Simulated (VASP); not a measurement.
Here is a VASP 6.6.1 calculation.

File POSCAR:

```
Cd2SeO
1.0
    3.7295265267      0.0000000000      0.0000000000
    0.0000000000      3.7295265267      0.0000000000
    0.0000000000      0.0000000000      5.1095514145
O Cd Se
1 2 1
Direct
    0.0000000000      0.0000000000      0.0000000000
    0.0000000000      0.0000000000      0.5000000000
    0.5000000000      0.5000000000      0.0000000000
    0.5000000000      0.5000000000      0.5000000000
```

The input INCAR.step1:

```
PREC = Accurate
ENCUT = 520
ISMEAR = -1
SIGMA = 0.02
LREAL = F
LASPH = T
NELM = 100
NBANDS = 26
GGA = PE
ALGO = Normal
EDIFF = 1E-4
LWAVE = T
LCHARG = F
```

File INCAR.step2:

```
PREC = Accurate
ENCUT = 520
EDIFF = 1E-6
ISMEAR = -1
SIGMA = 0.02
LREAL = F
LASPH = T
NELM = 100
ALGO = Normal
ISIF = 2
LWAVE = F
LCHARG = F
METAGGA = R2SCAN
LMIXTAU = T
NBANDS = 26
ISTART = 1
```

KPOINTS

```
Automatic mesh
0
Gamma
  6 6 4
```

Potentials or basis: VASP PAW PBE potentials, release 64 (O, Cd, Se).

Launch:

```console
$ cat potpaw_PBE.64/O/POTCAR potpaw_PBE.64/Cd/POTCAR potpaw_PBE.64/Se/POTCAR > POTCAR
$ cp INCAR.step1 INCAR
$ mpirun -np 1 vasp_std > vasp.out
$ cp INCAR.step2 INCAR
$ mpirun -np 1 vasp_std > vasp.out
```

(1) Predict the band gap on the k mesh.

(2) What does it give for the pressure?

Results:

(1) 0.08 eV (least direct gap 1.14 eV).

(2) 3.8 GPa.

Caveat: the cell stands under pressure; the PAW data sets were made with another functional, which shifts forces and pressure a little.
